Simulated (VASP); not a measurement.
# Li3Ga5 (P1) in VASP: further runs

Runs on Li3Ga5. Level: PBE. Tasks: single point.

Everything below comes from runs of VASP 6.6.1. Logs are shortened: lines on timing, memory, paths and dates and some standing lists are left out, and cuts for length are marked.

### Step 1. The cell of the first run

The typed cell holds 16 atoms: a = 8.069 Å, b = 6.397 Å, c = 8.072 Å, α = 102.32°, β = 131.35°, γ = 102.35°.

### Step 2. Single point, PBE

File INCAR:

```
SYSTEM = Li3Ga5
  PREC = Accurate
  ENCUT = 520
  EDIFF = 1E-6
  ISMEAR = 0
  SIGMA = 0.1
  LREAL = Auto
  LASPH = .TRUE.
  NELM = 100
  ALGO = Fast
  ISIF = 2
  LWAVE = .FALSE.
  LCHARG = .FALSE.
  GGA = PE
  NBANDS = 88
  ISYM = 0
```

File KPOINTS:

```
Automatic mesh
0
Gamma
  2 2 2
  0.5 0.5 0.5
```

File POSCAR:

```
Li3Ga5
1.0
   -5.1986894601      5.1995205829     -3.3230855029
    3.8665201997      3.8654267349      3.3211609154
    5.2035608201     -5.1975959954     -3.3260322754
Li Ga
6 10
Direct
    0.2548289854      1.0002399015      0.7518867703
    0.5008157856      0.7458551407      0.7473543291
    0.7283099315      0.7483711806      0.4761027504
    1.0029248136      1.0000313084      1.0026449047
   -0.0004967335      0.7458197383      0.2492646502
    0.2727872661      0.7472975797      0.0216143602
    0.0272073116      0.2492893412      0.7760203127
    0.4967782582      1.0039366864      0.5041100519
    0.7633287203      0.4916784101      0.7303255701
    0.2539219800      0.2567594420      0.5033587584
   -0.0167657461      0.4914212899      0.5130626506
    0.7553358001      1.0039360879      0.2440069918
    0.4766939019      0.2505049193      0.2245533254
    0.2416295533      0.4935356551      0.2545463301
    0.7549998261      0.2572113410      0.0018381698
    0.5056873711      0.4936177193     -0.0108456524
```

Potentials or basis: VASP PAW PBE potentials, release 64 (Li_sv, Ga_d).

Started as:

```bash
$ cat potpaw_PBE.64/Li_sv/POTCAR potpaw_PBE.64/Ga_d/POTCAR > POTCAR
$ mpirun -np 1 vasp_std > vasp.out
```

OUTCAR:

```text
SYSTEM = Li3Ga5
   PREC = Accurate
   ENCUT = 520
   EDIFF = 1E-6
   ISMEAR = 0
   LREAL = Auto
   LASPH = .TRUE.
   NELM = 100
   ISIF = 2
   GGA = PE
   ISYM = 0

 ion  position               nearest neighbor table
   1  0.255  0.000  0.752-  16 2.70  13 2.73   7 2.75
   2  0.501  0.746  0.747-  10 2.68  14 2.76
   3  0.728  0.748  0.476-  13 2.72   7 2.76
   4  0.003  0.000  0.003-  14 2.70  13 2.74   7 2.74
   5  1.000  0.746  0.249-  15 2.67
   6  0.273  0.747  0.022-   7 2.72
   7  0.027  0.249  0.776-   6 2.72   4 2.74   1 2.75   3 2.76  11 2.77   9 2.77  14 2.79  16 2.79

   8  0.497  0.004  0.504-   9 2.68  14 2.79  10 2.79  15 2.80
   9  0.763  0.492  0.730-   8 2.68   7 2.77  13 2.78
  10  0.254  0.257  0.503-   2 2.68  16 2.72  14 2.73   8 2.79  12 2.80
  11  0.983  0.491  0.513-  12 2.68   7 2.77  13 2.78
  12  0.755  0.004  0.244-  11 2.68  15 2.79  16 2.79  10 2.80
  13  0.477  0.251  0.225-   3 2.72   1 2.73   4 2.74  11 2.78   9 2.78  16 2.79  14 2.79
  14  0.242  0.494  0.255-   4 2.70  15 2.73  10 2.73   2 2.76  13 2.79   7 2.79   8 2.79
  15  0.755  0.257  0.002-   5 2.67  14 2.73  16 2.73  12 2.79   8 2.80
  16  0.506  0.494  0.989-   1 2.70  10 2.72  15 2.73  13 2.79  12 2.79   7 2.79

IMPORTANT INFORMATION: All symmetrisations will be switched off!
NOSYMM: (Re-)initialisation of all symmetry stuff for point group C_1.

----------------------------------------------------------------------------------------

                                     Primitive cell

  volume of cell :     267.4444

  direct lattice vectors                    reciprocal lattice vectors
    -5.198689460  5.199520583 -3.323085503     0.016472650  0.112703909 -0.150351202
     3.866520200  3.865426735  3.321160915     0.129244897  0.129308676  0.000132117
     5.203560820 -5.197595995 -3.326032275     0.112597547  0.016515232 -0.150308619

  length of vectors
     8.068722554  6.397000244  8.071836225     0.188623973  0.182825038  0.188530214

  position of ions in fractional coordinates (direct lattice)
     0.254828985  0.000239902  0.751886770
     0.500815786  0.745855141  0.747354329
     0.728309932  0.748371181  0.476102750
     0.002924814  0.000031308  0.002644905
     0.999503266  0.745819738  0.249264650
     0.272787266  0.747297580  0.021614360
[... 8 lines left out ...]
     0.754999826  0.257211341  0.001838170
     0.505687371  0.493617719  0.989154348

  ion indices of the primitive-cell ions
   primitive index   ion index
                 1           1
                 2           2
                 3           3
                 4           4
                 5           5
                 6           6
[... 8 lines left out ...]
                15          15
                16          16

----------------------------------------------------------------------------------------

 KPOINTS: Automatic mesh

Automatic generation of k-mesh.
 Grid dimensions read from file:
 generate k-points for:    2    2    2

 Generating k-lattice:

  Cartesian coordinates                     Fractional coordinates (reciprocal lattice)
     0.008236325  0.056351954 -0.075175601     0.500000000 -0.000000000  0.000000000
     0.064622448  0.064654338  0.000066059    -0.000000000  0.500000000  0.000000000
     0.056298774  0.008257616 -0.075154310     0.000000000  0.000000000  0.500000000

  Length of vectors
     0.094311986  0.091412519  0.094265107

  Shift w.r.t. Gamma in fractional coordinates (k-lattice)
     0.500000000  0.500000000  0.500000000

 Subroutine IBZKPT returns following result:
 ===========================================

 Found      4 irreducible k-points:

 Following reciprocal coordinates:
            Coordinates               Weight
  0.250000  0.250000  0.250000      2.000000
 -0.250000  0.250000  0.250000      2.000000
  0.250000 -0.250000  0.250000      2.000000
 -0.250000 -0.250000  0.250000      2.000000
   k-points           NKPTS =      4   k-points in BZ     NKDIM =      4   number of bands    NBANDS=     88
   number of dos      NEDOS =    301   number of ions     NIONS =     16
   total plane-waves  NPLWV = 172800
   dimension x,y,z NGX =    60 NGY =   48 NGZ =   60
   dimension x,y,z NGXF=   120 NGYF=   96 NGZF=  120
   ions per type =               6  10
   NGX,Y,Z   is equivalent  to a cutoff of  12.36, 12.47, 12.36 a.u.
   NGXF,Y,Z  is equivalent  to a cutoff of  24.72, 24.95, 24.71 a.u.
 SYSTEM =  Li3Ga5
   PREC   = accura    normal or accurate (medium, high low for compatibility)
   ISTART =      0    job   : 0-new  1-cont  2-samecut
   ICHARG =      2    charge: 1-file 2-atom 10-const
   ISPIN  =      1    spin polarized calculation?
   LNONCOLLINEAR =      F non collinear calculations
   LSORBIT =      F    spin-orbit coupling
   LASPH  =      T    aspherical Exc in radial PAW
   ENCUT  =  520.0 eV  38.22 Ry    6.18 a.u.  15.00 11.89 15.01*2*pi/ulx,y,z
   NELM   =    100;   NELMIN=  2; NELMDL= -5     # of ELM steps
   EDIFF  = 0.1E-05   stopping-criterion for ELM
   LREAL  =      T    real-space projection
   EDIFFG = 0.1E-04   stopping-criterion for IOM
   NSW    =      0    number of steps for IOM
   IBRION =     -1    ionic relax: 0-MD 1-quasi-New 2-CG
   NFREE  =      0    steps in history (QN), initial steepest desc. (CG)
   ISIF   =      2    stress and relaxation
   ISYM   =      0    0-nonsym 1-usesym 2-fastsym
   POTIM  = 0.5000    time-step for ionic-motion
   TEBEG  =    0.0;   TEEND  =   0.0 temperature during run
   PSTRESS=    0.0 pullay stress
   NELECT =     148.0000    total number of electrons
   NUPDOWN=      -1.0000    fix difference up-down
   EMIN   =  10.00;   EMAX   =-10.00  energy-range for DOS
   EFERMI =   0.00;   METHOD = LEGACY
   ISMEAR =     0;   SIGMA  =   0.10  broadening in eV -4-tet -1-fermi 0-gaus
   EFERMI_NEDOS =   21; number of points for ismear=-14 and -15
   IALGO  =     68    algorithm
   IMIX   =      4    mixing-type and parameters
     AMIX     =   0.40;   BMIX     =  1.00
     AMIX_MAG =   1.60;   BMIX_MAG =  1.00
  volume/ion in A,a.u.               =      16.72       112.80
  Fermi-wavevector in a.u.,A,eV,Ry     =   1.344057  2.539899 24.578762  1.806488
  Thomas-Fermi vector in A             =   2.472081
   LORBIT       =      0    0 simple, 1 ext, 2 COOP (PROOUT), +10 PAW based schemes
   GGA     = PE    functional components
   LHFCALC =     F    Hartree Fock is set to
   AEXX    =    0.0000 exact exchange contribution
   IVDW    =     0    specifies the selected vdW correction
   LEPSILON=     F    determine dielectric tensor
   LRPA    =     F    only Hartree local field effects (RPA)
 non-spin polarized calculation
 RMM-DIIS sequential band-by-band and
 Gauss-broadening in eV      SIGMA  =   0.10
  energy-cutoff  :      520.00
  volume of cell :      267.44
 maximum number of plane-waves:      7203
   NGX = 29   NGY = 23   NGZ = 29

 number of electron     147.9999994 magnetization

 Free energy of the ion-electron system (eV)
  ---------------------------------------------------
  ext. energy  EPLUGINS =         0.00000000
  ---------------------------------------------------
  free energy    TOTEN  =       -44.91899818 eV

  energy without entropy =      -44.91865686  energy(sigma->0) =      -44.91882752

 E-fermi :   4.5272     XC(G=0): -10.1323

 val. band max:        4.3166607748   @ k =   0.2500  -0.2500   0.2500
 cond. band min:       4.7396464094   @ k =   0.2500   0.2500   0.2500
 fundamental gap:      0.4229856345
 Fermi energy:         4.5272486576

 k-point     1 :       0.2500    0.2500    0.2500
  band No.  band energies     occupation
      1     -41.9404      2.00000
      2     -41.9385      2.00000
      3     -41.8265      2.00000
      4     -41.8247      2.00000
      5     -41.7282      2.00000
      6     -41.7215      2.00000
[... 78 lines left out ...]
     85       8.0690      0.00000
     86       8.1757      0.00000

 k-point     2 :      -0.2500    0.2500    0.2500
  band No.  band energies     occupation
      1     -41.9404      2.00000
      2     -41.9385      2.00000
      3     -41.8270      2.00000
      4     -41.8242      2.00000
      5     -41.7284      2.00000
      6     -41.7213      2.00000
[... 78 lines left out ...]
     85       8.0565      0.00000
     86       8.8656      0.00000

 k-point     3 :       0.2500   -0.2500    0.2500
  band No.  band energies     occupation
      1     -41.9404      2.00000
      2     -41.9385      2.00000
      3     -41.8265      2.00000
      4     -41.8247      2.00000
      5     -41.7282      2.00000
      6     -41.7215      2.00000
[... 78 lines left out ...]
     85       8.2436      0.00000
     86       8.5612      0.00000

 k-point     4 :      -0.2500   -0.2500    0.2500
  band No.  band energies     occupation
      1     -41.9404      2.00000
      2     -41.9385      2.00000
      3     -41.8270      2.00000
      4     -41.8242      2.00000
      5     -41.7284      2.00000
      6     -41.7213      2.00000
[... 78 lines left out ...]
     85       8.0702      0.00000
     86       8.8594      0.00000
 [bands above 86 left out]

------------------------ aborting loop because EDIFF is reached ----------------------------------------

  FORCE on cell =-STRESS in cart. coord.  units (eV):
  Direction    XX          YY          ZZ          XY          YZ          ZX
  --------------------------------------------------------------------------------------
  -------------------------------------------------------------------------------------
  Total        0.0787440      0.1631951      0.1182776      0.0914280      0.0034421      0.0288353
  in kB        0.4717310      0.9776516      0.7085646      0.5477169      0.0206207      0.1727432
  external PRESSURE =       0.7193157 kB  Pullay stress =       0.0000000 kB

 VOLUME and BASIS-vectors are now :
 -----------------------------------------------------------------------------
  energy-cutoff  :      520.00
  volume of cell :      267.44
      direct lattice vectors                 reciprocal lattice vectors
    -5.198689460  5.199520583 -3.323085503     0.016472650  0.112703909 -0.150351202
     3.866520200  3.865426735  3.321160915     0.129244897  0.129308676  0.000132117
     5.203560820 -5.197595995 -3.326032275     0.112597547  0.016515232 -0.150308619

 POSITION                                       TOTAL-FORCE (eV/Angst)
 -----------------------------------------------------------------------------------
      2.58864     -2.58209     -3.34682        -0.008899     -0.003623      0.004928
      4.16918      1.60260     -1.67287        -0.001737     -0.002843      0.004563
      1.58476      4.20505     -1.51831         0.003364      0.008863     -0.000842
     -0.00132      0.00158     -0.01841        -0.005793     -0.007144      0.002970
     -1.01532      6.78427     -1.67351         0.000097     -0.005669     -0.000993
      1.58378      4.19464      1.50351         0.005199      0.011243     -0.001627
[... 8 lines left out ...]
     -2.92093      4.91031     -1.66080         0.004804      0.000099     -0.004832
      4.42680     -0.60385     -3.33102         0.008554      0.004173     -0.002199
 -----------------------------------------------------------------------------------
    total drift:                               -0.010336      0.005470      0.005606

  FREE ENERGIE OF THE ION-ELECTRON SYSTEM (eV)
  ---------------------------------------------------
  free  energy   TOTEN  =       -44.9189981774 eV

  energy  without entropy=      -44.9186568604  energy(sigma->0) =      -44.91882752
```

It took 6.4 min on 1 thread of Intel Xeon Platinum 8559C (Emerald Rapids), shared host; peak memory 0.44 GiB.

What came out:

```
Free energy            : -44.9190 eV
Largest force          : 0.012 eV/Å
Band gap on the k mesh : zero (bands 74 and 75 overlap by 0.42 eV)
```

Forces in eV/Å, atoms in the order of the input:
```
Li  -0.009 -0.004  0.005
Li  -0.002 -0.003  0.005
Li   0.003  0.009 -0.001
Li  -0.006 -0.007  0.003
Li   0.000 -0.006 -0.001
Li   0.005  0.011 -0.002
Ga  -0.005 -0.002  0.004
Ga   0.000 -0.007 -0.001
Ga  -0.002  0.006  0.003
Ga   0.000  0.000  0.004
Ga   0.002  0.005  0.003
Ga  -0.005 -0.004 -0.004
Ga  -0.001 -0.005 -0.011
Ga   0.006  0.001  0.000
Ga   0.005  0.000 -0.005
Ga   0.009  0.004 -0.002
```

Caveat: the k points lie up to 0.59 Å⁻¹ apart; the cutoff is under 1.25 times the usual one of these potentials, so pressure, stress and relaxed cells hold a basis-set (Pulay) error.

### Step 3. Single point, PBE

This run uses another cell than the first one, of 16.76 Å³/atom.

File INCAR:

```
PREC = Accurate ; ENCUT = 520
EDIFF = 1E-6 ; ISMEAR = 0
SIGMA = 0.1 ; LREAL = Auto
LASPH = True ; NELM = 80
ALGO = Fast ; ISIF = 2
LWAVE = False ; LCHARG = False
GGA = PE ; NBANDS = 88
ISYM = 0
```

KPOINTS is that of step 2.

File POSCAR:

```
Li3Ga5
1.0
   -3.3226630631      5.2021912407     -5.2028426783
    3.3250821921      3.8747924007      3.8730247093
    3.3247160562     -3.8723732717     -3.8750777024
Li Ga
6 10
Direct
    0.2499708638      0.9982438690      0.7516794560
    1.0015635845      0.2506266869      0.7497543176
    0.4986800264      0.9993019712      0.4984705800
    0.7501828781      0.7262668531      0.4770594154
    0.2501306723      0.4975001093      0.2508869778
    0.7500900649      0.2722204784      1.0229702138
    0.7501552717      0.4745801945      0.7234768076
    0.2503101212      0.2539325019      0.4955751066
    0.5312655734      0.7616694634      0.7691907558
    1.0151423579      0.5042623080      0.5095670589
    0.7502137125      1.0253004470      0.2742800784
    0.4853939066      0.2393496961      0.2447086738
    0.9689097367      0.9804982397      0.9880276243
    0.0094655089      0.7570202485      0.2513906219
    0.4910274104      0.4980034130     -0.0076895647
    0.2502192551      0.7540491988      0.9955569270
```

Potentials or basis: VASP PAW PBE potentials, release 64 (Li_sv, Ga_d).

Started as:

```bash
$ cat potpaw_PBE.64/Li_sv/POTCAR potpaw_PBE.64/Ga_d/POTCAR > POTCAR
$ mpirun -np 1 vasp_std > vasp.out
```

Wall time 6.2 min (1 thread of Intel Xeon Platinum 8559C (Emerald Rapids), shared host); peak memory 0.37 GiB.

The run converged. Its results:

```
Free energy            : -44.9192 eV
Largest force          : 0.022 eV/Å
Band gap on the k mesh : zero (bands 74 and 75 overlap by 0.42 eV)
```

Forces on the atoms (eV/Å):
```
Li  -0.004  0.005  0.005
Li   0.002  0.000  0.005
Li   0.000  0.001 -0.001
Li   0.002  0.000  0.000
Li   0.004  0.006  0.005
Li  -0.002  0.004  0.000
Ga  -0.005  0.003  0.002
Ga  -0.001 -0.001 -0.005
Ga  -0.004  0.018  0.008
Ga   0.003 -0.011  0.010
Ga   0.015 -0.002 -0.003
Ga   0.004  0.010 -0.010
Ga  -0.007  0.007  0.014
Ga  -0.002 -0.008 -0.020
Ga  -0.001 -0.020 -0.008
Ga  -0.004 -0.011 -0.002
```

Levels at points of the mesh, in eV from the Fermi level:
```
           k point  band 72  band 73  band 74  band 75  band 76  band 77
(0.25, 0.25, 0.25)    -1.42    -1.28     0.21     0.81     1.06     1.55
```

Caveat: the k points lie up to 0.59 Å⁻¹ apart; the cutoff is under 1.25 times the usual one of these potentials, so pressure, stress and relaxed cells hold a basis-set (Pulay) error.

The gap in the log of VASP goes by the Fermi energy; the results here count the filled bands.